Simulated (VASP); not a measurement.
Runs of VASP 6.6.1 on BN (Qingsongite). The structure is that of space group F-43m (No. 216), or close to it. The cells are those of the table. 

```csv
task,cell,gap on the mesh (eV),pressure (GPa)
relaxation of cell and atoms,"relaxed to -2 GPa from a = 2.556 Å, angles 60.0°, 2 atoms",4.45,-2.0
single point,"a = 2.563 Å, angles 60.0°, 2 atoms",4.45,(a)
single point,"a = 2.552 Å, angles 60.0°, 2 atoms",4.46,5.0
relaxation of cell and atoms,"relaxed to 5 GPa from a = 2.556 Å, angles 60.0°, 2 atoms",4.46,5.0
single point,"a = 2.568 Å, angles 60.0°, 2 atoms",4.45,-2.0
single point,"a = 2.541 Å, angles 60.0°, 2 atoms",4.48,10.0
relaxation of cell and atoms,"relaxed to 2 GPa from a = 2.556 Å, angles 60.0°, 2 atoms",4.46,2.0
single point,"a = 2.558 Å, angles 60.0°, 2 atoms",4.46,2.0
```

Alike in all rows: level PBE; potentials or basis VASP PAW PBE potentials, release 64 (B, N); no spin polarisation; k mesh 10 × 10 × 10; cutoff (eV) 600; smearing methfessel-paxton 0.05 eV.

Fill in the values left out.

(a) 0.0.

Caveats: the cell is relaxed towards a set pressure, so the enthalpy falls and the energy may rise (some runs).

A k mesh can miss the band edges.
